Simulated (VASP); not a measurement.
Au, 1 atom in the cell. Symmetry: Fm-3m, No. 225, cubic system. Conventional cell: a = 4.088 Å, b = 4.088 Å, c = 4.088 Å, α = 90.00°, β = 90.00°, γ = 90.00°. Within 3.8 Å of Au (site symmetry m-3m) lie 12 Au at 2.89 Å. 

- Program: VASP 6.6.1
- Task: relaxation of cell and atoms
- Functional: PBEsol
- Potentials or basis: VASP PAW PBE potentials, release 64 (Au)
- Cutoff: 600 eV
- k mesh: 18 × 18 × 18
- Occupations: gaussian, width 0.1 eV
- Spin: no spin polarisation
- Dipole correction: no
- Further INCAR settings: ALGO = Fast; EDIFF = 1e-06; IBRION = 2; EDIFFG = -0.005; NSW = 100; ISIF = 3

Potentials or basis: VASP PAW PBE potentials, release 64 (Au).

Launch:

```bash
$ cat potpaw_PBE.64/Au/POTCAR > POTCAR
$ mpirun -np 1 vasp_std > vasp.out
```

Hardware: 1 thread of Intel(R) Xeon(R) 6975P-C (Granite Rapids), with other jobs on the host.

Problem. Estimate the wall time of this run.

Solution. Run time: 20 s on 1 thread of Intel(R) Xeon(R) 6975P-C (Granite Rapids) (shared host), peak memory 0.17 GiB. Counts: scf iterations 24, k points 195, ion steps 3.
